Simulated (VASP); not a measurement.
A run of VASP 6.6.1 is set up as follows.

INCAR

```
SYSTEM = P
PREC = Accurate
ENCUT = 600
EDIFF = 1E-6
ISMEAR = -1
SIGMA = 0.1
LREAL = .False.
LASPH = .True.
NELM = 100
ALGO = Normal
ISIF = 3
LWAVE = .False.
LCHARG = .False.
GGA = PS
IBRION = 2
NSW = 80
EDIFFG = -0.01
```

The input KPOINTS:

```
Automatic mesh
0
Gamma
  10 10 10
  0 0 0
```

File POSCAR:

```
P
1.0
    0.0000000000      2.7391031705      2.7391031705
    2.7391031705      0.0000000000      2.7391031705
    2.7391031705      2.7391031705      0.0000000000
P
2
Direct
    0.1250000000      0.1250000000      0.1250000000
    0.8750000000      0.8750000000      0.8750000000
```

Potentials or basis: VASP PAW PBE potentials, release 64 (P).

Launch:

```bash
$ cat potpaw_PBE.64/P/POTCAR > POTCAR
$ mpirun -np 1 vasp_std > vasp.out
```

Problem. Predict the band gap on the k mesh.

Solution. Zero (band 5 reaches 7.46 eV, above the bottom of band 6 at 5.14 eV).

Problem. Estimate the space group after relaxing (to 0.05 Å).

Solution. Fd-3m (No. 227).

Problem. What does it give for the relaxed volume?

Solution. 19.44 Å³/atom.

Problem. What does it give for the relaxed cell?

Solution. a = 3.803 Å, b = 3.803 Å, c = 3.803 Å, α = 60.00°, β = 60.00°, γ = 60.00°.

Step by step:
| step | energy change (eV) | largest force (eV/Å) | pressure (GPa) | volume (Å³) |
| --- | --- | --- | --- | --- |
| 1 | 0.0000 | 0.0000 | -2.53 | 41.10 |
| 2 | -0.0180 | 0.0000 | -0.41 | 39.20 |
| 3 | -0.0184 | 0.0000 | -0.01 | 38.89 |

Caveat: the PAW data sets were made with another functional, which shifts forces and pressure a little.
